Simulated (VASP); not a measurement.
Write the native input for VASP 6.6.1 that does the following.

```
Task                   : relaxation of cell and atoms
Functional             : PBE
Potentials or basis    : VASP PAW PBE potentials, release 64 (Ti_sv, H, Br)
Cutoff                 : 600 eV
k mesh                 : 4 × 4 × 4
Occupations            : gaussian, width 0.1 eV
Spin                   : collinear spin
Starting moments       : [1.0, 1.0, 1.0, 1.0, 0.0, 0.0] μB
Dipole correction      : no
Further INCAR settings : ALGO = Normal; EDIFF = 1e-07; IBRION = 2; EDIFFG = -0.04; NSW = 90; ISIF = 3
```

The structure of Ti4HBr lies in POSCAR:

```
Ti4HBr
1.0
    4.3780003700      0.0000000000      0.0000000000
    0.0000000000      4.3780003700      0.0000000000
    0.0000000000      0.0000000000      4.3780003700
Ti H Br
4 1 1
Direct
    0.1480000000      0.1480000000      0.1480000000
    0.1480000000      0.8520000000      0.8520000000
    0.8520000000      0.8520000000      0.1480000000
    0.8520000000      0.1480000000      0.8520000000
    0.0000000000      0.0000000000      0.0000000000
    0.5000000000      0.5000000000      0.5000000000
```

The cell was generated, and may not be a known phase.

The input as run:

INCAR

```
SYSTEM = Ti4HBr
ALGO     = Normal         ! electronic algorithm
EDIFF    = 1E-7           ! SCF threshold, eV
EDIFFG   = -0.04          ! ionic threshold
ENCUT    = 600            ! plane-wave cutoff, eV
GGA      = PE             ! functional
IBRION   = 2              ! ionic algorithm
ISIF     = 3              ! what is computed and relaxed
ISMEAR   = 0              ! smearing method
ISPIN    = 2              ! spin polarisation
LASPH    = .TRUE.         ! aspherical terms in the spheres
LCHARG   = .FALSE.        ! write CHGCAR
LMAXMIX  = 4              ! l up to which the mixer works
LORBIT   = 11             ! projections on sites
LREAL    = .FALSE.        ! projectors in reciprocal space
LWAVE    = .FALSE.        ! write WAVECAR
MAGMOM   = 1 1 1 1 0 0    ! initial moments
NELM     = 150            ! most SCF steps
NSW      = 90             ! ionic steps
PREC     = Accurate       ! precision mode
SIGMA    = 0.1            ! smearing width, eV
```

KPOINTS

```
k-points
0
G
  4 4 4
  0 0 0
```

Potentials or basis: VASP PAW PBE potentials, release 64 (Ti_sv, H, Br).

Command:

```console
$ cat potpaw_PBE.64/Ti_sv/POTCAR potpaw_PBE.64/H/POTCAR potpaw_PBE.64/Br/POTCAR > POTCAR
$ mpirun -np 1 vasp_std > vasp.out
```

It gave:

| Item | Value |
| --- | --- |
| Relaxed volume | 18.70 Å³/atom |
| Relaxed cell | a = 4.824 Å, b = 4.824 Å, c = 4.824 Å, α = 90.00°, β = 90.00°, γ = 90.00° |
| Space group after relaxing (to 0.1 Å) | P-43m (No. 215) |
| Pressure after relaxing | -0.2 GPa |
| Largest force after relaxing | 0.035 eV/Å |
| Band gap on the k mesh | zero (filled and empty bands overlap) |
| Net moment | 0.00 μB per cell |
| Valence electrons inside the program's atomic spheres | Ti 10.19; H 0.68; Br 5.04 |

Caveat: the volume moved by over 15 % at a fixed basis, so the end points are rough.

Wall time 41 min on 1 thread of Oxide Virtual Turin-like Processor, on a shared host, peak memory 0.25 GiB.
